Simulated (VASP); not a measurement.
A run of VASP 6.6.1:

INCAR

```
PREC = Accurate ; ENCUT = 520
EDIFF = 1E-7 ; ISMEAR = 0
SIGMA = 0.1 ; LREAL = F
LASPH = T ; NELM = 80
ALGO = Normal ; ISIF = 2
LWAVE = F ; LCHARG = T
LDIPOL = T ; IDIPOL = 3
DIPOL = 0.5 0.5 0.500 ; GGA = PE
LELF = T ; LVHAR = T
LVACPOTAV = T ; NBANDS = 22
```

File KPOINTS:

```
regular mesh
0
Gamma
  4 4 1
```

POSCAR

```
Sr
1.0
    4.3341130000      0.0000000000      0.0000000000
    0.0000000000      4.3341130000      0.0000000000
    0.0000000000      0.0000000000     18.0000000000
Sr
3
Direct
    0.0000000000      0.0000000000      0.5838461300
    0.0000000000      0.0000000000      0.4161538700
    0.5000000000      0.5000000000      0.5000000000
```

Potentials or basis: VASP PAW PBE potentials, release 64 (Sr_sv).

The run is started by

```console
$ cat potpaw_PBE.64/Sr_sv/POTCAR > POTCAR
$ mpirun -np 1 vasp_std > vasp.out
```

Hardware: 1 thread of Intel(R) Xeon(R) 6975P-C (Granite Rapids), on a shared host.

**Question.** How long does it take, and how much memory?

**Answer.** Run time: 50 s on 1 thread of Intel(R) Xeon(R) 6975P-C (Granite Rapids), with other jobs on the host, peak memory 0.37 GiB. Counts: scf iterations 23, k points 6.
